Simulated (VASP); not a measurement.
Here is a VASP 6.6.1 calculation.

The input INCAR:

```
ALGO = Normal ; EDIFF = 1E-8
ENCUT = 520 ; GGA = PE
IBRION = 8 ; ISIF = 2
ISMEAR = -1 ; LASPH = T
LCHARG = F ; LREAL = F
LWAVE = F ; NBANDS = 28
NELM = 100 ; NSW = 1
PREC = Accurate ; SIGMA = 0.15
```

KPOINTS

```
k-points
0
Gamma
  8 8 8
```

File POSCAR:

```
CsNbS3
1.0
    4.7246000000      0.0000000000      0.0000000000
    0.0000000000      4.7246000000      0.0000000000
    0.0000000000      0.0000000000      4.7246000000
Cs Nb S
1 1 3
Direct
    0.0000000000      0.0000000000      0.0000000000
    0.5000000000      0.5000000000      0.5000000000
    0.5000000000      0.5000000000      0.0000000000
    0.5000000000      0.0000000000      0.5000000000
    0.0000000000      0.5000000000      0.5000000000
```

Potentials or basis: VASP PAW PBE potentials, release 64 (Cs_sv, Nb_sv, S).

Command:

```console
$ cat potpaw_PBE.64/Cs_sv/POTCAR potpaw_PBE.64/Nb_sv/POTCAR potpaw_PBE.64/S/POTCAR > POTCAR
$ mpirun -np 1 vasp_std > vasp.out
```

What does it give for the highest phonon frequency at Γ, LO-TO splitting left out?

384 cm⁻¹.

Phonon frequencies in cm⁻¹ (negative: imaginary):
```tsv
q point	frequencies
(0.000, 0.000, 0.000)	-1 -1 -1 101 101 101 167 167 167 168 168 168 384 384 384
```

Caveat: the cell wasn't relaxed at this level first, which shifts response properties.
